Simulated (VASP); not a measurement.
# GaSe2: relaxation of cell and atoms with PBE

GaSe2:

```
Ga Se
1.0
     0.00000    3.24521    3.24521
     3.24521    0.00000    3.24521
     3.24521    3.24521    0.00000
Ga Se
1 2
Direct
  0.00000 0.00000 0.00000
  0.25000 0.25000 0.25000
  0.75000 0.75000 0.75000
```

```yaml
Program: VASP 6.6.1
Task: relaxation of cell and atoms
Functional: PBE
Potentials_or_basis: VASP PAW PBE potentials, release 64 (Ga_d, Se)
Cutoff: 600 eV
k_mesh: 12 × 12 × 12
Occupations: gaussian, width 0.1 eV
Spin: no spin polarisation
Dipole_correction: no
Further_INCAR_settings: ALGO = Normal; EDIFF = 1e-06; IBRION = 2; EDIFFG = -0.01; NSW = 100; ISIF = 3
```

```
Relaxed volume                        : 22.95 Å³/atom
Relaxed cell                          : a = 4.601 Å, b = 4.601 Å, c = 4.601 Å, α = 60.00°, β = 60.00°, γ = 60.00°
Space group after relaxing (to 0.1 Å) : Fm-3m (No. 225)
Energy gained by relaxing             : 0.1 meV/atom
Ionic steps                           : 2
Pressure after relaxing               : 0.0 GPa
Band gap on the k mesh                : zero (an odd number of electrons rules out a gap without spin polarisation)
```

The path:
```tsv
step	energy change (eV)	largest force (eV/Å)	pressure (GPa)	volume (Å³)
1	0.0000	0.0000	0.35	68.35
2	-0.0004	0.0000	0.00	68.85
```

Final structure:
```cif
data_structure
_symmetry_space_group_name_H-M 'P 1'
_symmetry_Int_Tables_number 1
_cell_length_a 4.6006
_cell_length_b 4.6006
_cell_length_c 4.6006
_cell_angle_alpha 60.000
_cell_angle_beta 60.000
_cell_angle_gamma 60.000
_cell_volume 68.85
loop_
_atom_site_label
_atom_site_type_symbol
_atom_site_fract_x
_atom_site_fract_y
_atom_site_fract_z
_atom_site_occupancy
Ga1 Ga 0.00000 0.00000 0.00000 1
Se1 Se 0.25000 0.25000 0.25000 1
Se2 Se 0.75000 0.75000 0.75000 1
```

Levels at points of the mesh, in eV from the Fermi level:
```
           k point  band 10  band 11  band 12  band 13  band 14  band 15  band 16
(0.00, 0.00, 0.00)    -3.14    -2.38    -1.11    -1.11    -1.11     2.47     2.47
(0.50, 0.00, 0.00)    -3.18    -2.90    -2.26    -2.26     1.82     4.99     4.99
(0.50, 0.50, 0.00)    -4.90    -0.91     0.47     0.47     1.15     3.91     6.48
```

It took 61 s on 1 thread of Intel(R) Xeon(R) 6975P-C (Granite Rapids), with other jobs on the host, peak memory 0.31 GiB.
